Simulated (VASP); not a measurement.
InSe: single point with PBEsol

InSe:

```
In Se
1.0
     5.59787   -1.99385    0.17877
     5.59787    1.99385    0.17877
    -1.50925    0.00000    3.25061
In Se
2 2
Direct
  0.88079 0.88079 0.97941
  0.11921 0.11921 0.02059
  0.63715 0.63715 0.57618
  0.36285 0.36285 0.42382
```

```yaml
Program: VASP 6.6.1
Task: single point
Functional: PBEsol
Potentials_or_basis: VASP PAW PBE potentials, release 64 (In_d, Se)
Cutoff: 520 eV
k_mesh: 7 × 7 × 6
Occupations: fermi-dirac, width 0.05 eV
Spin: no spin polarisation
```

```yaml
Pressure: 30.3 GPa
Largest_force: 0.020 eV/Å
Band_gap_on_the_k_mesh: zero (bands 19 and 20 overlap by 0.81 eV)
```

Forces in eV/Å, atoms in the order of the input:
```
In   0.019  0.000  0.006
In  -0.019  0.000 -0.006
Se  -0.008  0.000 -0.013
Se   0.008  0.000  0.013
```

Levels at points of the mesh, in eV from the Fermi level:
```csv
k point,band 16,band 17,band 18,band 19,band 20,band 21,band 22,band 23
"(0.00, 0.00, 0.00)",-4.15,-4.12,-3.33,-2.54,2.24,3.45,4.19,6.04
"(0.00, 0.00, 0.50)",-2.84,-2.34,-1.79,-0.89,-0.41,2.11,3.15,3.52
```

Wall time 5.2 min on 1 thread of Intel Xeon 8259CL, on a shared host, peak memory 0.34 GiB.

Caveat: the cell stands under pressure; the PAW data sets were made with another functional, which shifts forces and pressure a little; spin-orbit coupling is left out, which moves the levels of the heavy elements.
